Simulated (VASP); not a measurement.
## Te4W: relaxation of cell and atoms with PBE

Crystal: Te4W.

```
Te W
1.0
     0.00000    4.34735    4.34735
     4.34735    0.00000    4.34735
     4.34735    4.34735    0.00000
Te W
4 1
Direct
  0.37581 0.87256 0.37581
  0.37581 0.37581 0.37581
  0.87256 0.37581 0.37581
  0.37581 0.37581 0.87256
  0.75000 0.75000 0.75000
```

The cell was generated, and may not be a known phase.

```json
{"Program": "VASP 6.6.1", "Task": "relaxation of cell and atoms", "Functional": "PBE", "Potentials or basis": "VASP PAW PBE potentials, release 64 (Te, W_sv)", "Cutoff": "600 eV", "k mesh": "8 × 8 × 8", "Occupations": "gaussian, width 0.1 eV", "Spin": "no spin polarisation", "Dipole correction": "no", "Further INCAR settings": "ALGO = Normal; EDIFF = 1e-06; IBRION = 2; EDIFFG = -0.01; NSW = 100; ISIF = 3"}
```

| Item | Value |
| --- | --- |
| Relaxed volume | 33.06 Å³/atom |
| Relaxed cell | a = 6.160 Å, b = 6.160 Å, c = 6.160 Å, α = 60.00°, β = 60.00°, γ = 60.00° |
| Space group after relaxing (to 0.1 Å) | F-43m (No. 216) |
| Energy gained by relaxing | 0.2 meV/atom |
| Ionic steps | 4 |
| Pressure after relaxing | 0.0 GPa |
| Largest force after relaxing | 0.003 eV/Å |
| Band gap on the k mesh | zero (bands 19 and 20 overlap by 0.78 eV) |

Forces on the atoms (eV/Å):
```
Te   0.002 -0.002  0.002
Te  -0.002 -0.002 -0.002
Te  -0.002  0.002  0.002
Te   0.002  0.002 -0.002
W    0.000  0.000  0.000
```

The path:
```
step  energy change (eV)  largest force (eV/Å)  pressure (GPa)  volume (Å³)
   1              0.0000                0.0510            0.28       164.32
   2             -0.0009                0.0015           -0.11       165.71
   3             -0.0010                0.0146           -0.02       165.33
   4             -0.0011                0.0030            0.00       165.28
```

Final structure:
```
Te W
1.0
     0.00000    4.35574    4.35574
     4.35574    0.00000    4.35574
     4.35574    4.35574    0.00000
Te W
4 1
Direct
  0.37565 0.87306 0.37565
  0.37565 0.37565 0.37565
  0.87306 0.37565 0.37565
  0.37565 0.37565 0.87306
  0.75000 0.75000 0.75000
```

Levels at points of the mesh, in eV from the Fermi level:
```tsv
k point	band 17	band 18	band 19	band 20	band 21	band 22
(0.00, 0.00, 0.00)	0.13	0.13	0.70	0.70	1.68	1.68
(0.50, 0.00, 0.00)	-2.20	-0.47	0.01	0.01	0.06	0.59
(0.50, 0.50, 0.00)	-2.27	-1.80	-0.10	-0.06	-0.06	0.22
```

It took 10 min on 1 thread of Intel Xeon 8259CL, on a shared host, peak memory 0.44 GiB.

Caveat: spin-orbit coupling is left out, which moves the levels of the heavy elements.
